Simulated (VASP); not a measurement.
A run of VASP 6.6.1 is set up as follows.

Contents of INCAR:

```
SYSTEM = Sr
  PREC = Accurate
  ENCUT = 520
  EDIFF = 1E-6
  ISMEAR = -1
  SIGMA = 0.1
  LREAL = .False.
  LASPH = .True.
  NELM = 60
  ALGO = Normal
  ISIF = 2
  LWAVE = .False.
  LCHARG = .False.
  GGA = B5
  ALDAX = 1.0
  AGGAX = 1.0
  AGGAC = 1.0
  ALDAC = 0.0
  NBANDS = 17
```

File KPOINTS:

```
regular mesh
0
Gamma
  9 9 9
  0 0 0
```

Contents of POSCAR:

```
Sr
1.0
    0.0000000000      5.0416564341      5.0416564341
    5.0416564341      0.0000000000      5.0416564341
    5.0416564341      5.0416564341      0.0000000000
Sr
2
Direct
    0.1250000000      0.1250000000      0.1250000000
    0.8750000000      0.8750000000      0.8750000000
```

Potentials or basis: VASP PAW PBE potentials, release 64 (Sr_sv).

Launch:

```console
$ cat potpaw_PBE.64/Sr_sv/POTCAR > POTCAR
$ mpirun -np 1 vasp_std > vasp.out
```

**Question.** Predict the pressure.

**Answer.** 0.0 GPa.

**Question.** Predict the band gap on the k mesh.

**Answer.** Zero (bands 10 and 11 overlap by 0.42 eV).

Caveat: the PAW data sets were made with another functional, which shifts forces and pressure a little.
